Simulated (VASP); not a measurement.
Set up this calculation in VASP 6.6.1, as the native input.

```yaml
Task: single point
Functional: r2SCAN
Potentials_or_basis: VASP PAW PBE potentials, release 64 (Al, C)
Cutoff: 520 eV
k_mesh: 9 × 9 × 1
Occupations: gaussian, width 0.1 eV
Spin: no spin polarisation
Dipole_correction: yes
Further_INCAR_settings: ALGO = Normal; EDIFF = 1e-06; NBANDS = 14
```

Slab: Al3C, a slab with vacuum.

```
Al C
1.0
     2.82277    0.00000    0.00000
     0.00000    2.82277    0.00000
     0.00000    0.00000   19.60070
Al C
3 1
Direct
  0.50000 0.50000 0.20407
  0.00000 0.00000 0.30867
  0.50000 0.50000 0.41329
  0.00000 0.00000 0.40962
```

The input as run:

POSCAR

```
Al3C
1.0
    2.8227735243      0.0000000000      0.0000000000
    0.0000000000      2.8227735243      0.0000000000
    0.0000000000      0.0000000000     19.6006972839
Al C
3 1
Direct
    0.5000000000      0.5000000000      0.2040743726
    0.0000000000      0.0000000000      0.3086652018
    0.5000000000      0.5000000000      0.4132861789
    1.0000000000      1.0000000000      0.4096212144
```

INCAR.step1

```
ALGO = Normal
DIPOL = 0.5 0.5 0.334
EDIFF = 1E-4
ENCUT = 520
GGA = PE
IDIPOL = 3
ISMEAR = 0
LASPH = T
LCHARG = F
LDIPOL = T
LREAL = F
LWAVE = T
NBANDS = 14
NELM = 100
PREC = Accurate
SIGMA = 0.1
```

INCAR.step2

```
ALGO = Normal
DIPOL = 0.5 0.5 0.334
EDIFF = 1E-6
ENCUT = 520
IDIPOL = 3
ISIF = 2
ISMEAR = 0
ISTART = 1
LASPH = T
LCHARG = T
LDIPOL = T
LELF = T
LMIXTAU = T
LREAL = F
LVACPOTAV = T
LVHAR = T
LWAVE = F
METAGGA = R2SCAN
NBANDS = 14
NELM = 100
PREC = Accurate
SIGMA = 0.1
```

KPOINTS

```
k-points
0
Gamma
  9 9 1
```

Potentials or basis: VASP PAW PBE potentials, release 64 (Al, C).

Launch:

```bash
$ cat potpaw_PBE.64/Al/POTCAR potpaw_PBE.64/C/POTCAR > POTCAR
$ cp INCAR.step1 INCAR
$ mpirun -np 1 vasp_std > vasp.out
$ cp INCAR.step2 INCAR
$ mpirun -np 1 vasp_std > vasp.out
```

Results of the run:

```yaml
Largest_force: 0.873 eV/Å
```

Caveat: the PAW data sets were made with another functional, which shifts forces and pressure a little.

It took 89 s on 1 thread of Intel(R) Xeon(R) 6975P-C (Granite Rapids) (shared host), peak memory 0.3 GiB.
